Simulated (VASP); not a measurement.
A run of VASP 6.6.1 is set up as follows.

File INCAR:

```
  PREC = Accurate
  ENCUT = 520
  EDIFF = 1E-6
  ISMEAR = 0
  SIGMA = 0.1
  LREAL = False
  LASPH = True
  NELM = 80
  ALGO = Normal
  ISIF = 2
  LWAVE = False
  LCHARG = False
  GGA = PE
  NBANDS = 46
```

Contents of KPOINTS:

```
regular mesh
0
Gamma
  12 12 4
```

The input POSCAR:

```
ZnCd3O4
1.0
    3.3252980000      0.0000000000      0.0000000000
    0.0000000000      3.3252980000      0.0000000000
    0.0000000000      0.0000000000      9.2687760000
Zn Cd O
1 3 4
Direct
    0.0000000000      0.0000000000      0.0000000000
    0.5000000000      0.5000000000      0.2415340000
    0.0000000000      0.0000000000      0.5000000000
    0.5000000000      0.5000000000      0.7584660000
    0.0000000000      0.0000000000      0.2318760000
    0.5000000000      0.5000000000      0.5000000000
    0.0000000000      0.0000000000      0.7681240000
    0.5000000000      0.5000000000      0.0000000000
```

Potentials or basis: VASP PAW PBE potentials, release 64 (Zn, Cd, O).

Command:

```bash
$ cat potpaw_PBE.64/Zn/POTCAR potpaw_PBE.64/Cd/POTCAR potpaw_PBE.64/O/POTCAR > POTCAR
$ mpirun -np 1 vasp_std > vasp.out
```

**Question.** What does it give for the largest force?

**Answer.** 0.051 eV/Å.

**Question.** Estimate the pressure.

**Answer.** 1.2 GPa.

**Question.** Estimate the band gap on the k mesh.

**Answer.** Zero (bands 36 and 37 overlap by 0.65 eV).

Stress tensor (GPa, compression positive):
```
1.19 0.00 0.00
0.00 1.19 0.00
0.00 0.00 1.32
```

Caveat: semilocal functionals underestimate gaps, and a narrow one can read as zero.
